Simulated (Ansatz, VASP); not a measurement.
**One calculation of C, two programs**

```
C
1.0
    -2.46831    2.46831    2.48774
     2.46831   -2.46831    2.48774
     2.46831    2.46831   -2.48774
C
8
Direct
  0.58891 0.41109 0.50000
  0.16109 0.16109 0.32219
  0.83891 0.83891 0.67781
  0.91109 0.08891 0.50000
  0.16109 0.83891 0.00000
  0.58891 0.08891 0.17781
  0.91109 0.41109 0.82219
  0.83891 0.16109 0.00000
```

Alike in both runs: functional PBE; k mesh 6 × 6 × 6; occupations gaussian, width 0.1 eV; no spin polarisation.

Ansatz relaxed the structure, and its values are those at the end. VASP's run is a single point on that final structure, the one shown.

```csv
,VASP,Ansatz
version,VASP 6.6.1,Ansatz 0.2.0
potentials or method,"VASP PAW PBE potentials, release 64 (C), cutoff 520 eV","scalar-relativistic, plane waves, PAW"
valence electrons in the cell,32,32
```

```tsv
	VASP	Ansatz	Ansatz less VASP
gap on the k mesh at the Fermi level (eV)	3.29	3.30	+0.010
least direct gap on the mesh (eV)	3.56	3.57	+0.010
pressure (GPa)	0.5	0.0	-0.46
rms of the force components (eV/Å)	0.013	0.000	-0.0128
```

The functional is the same, so the differences come from potentials, cutoffs and numerics.
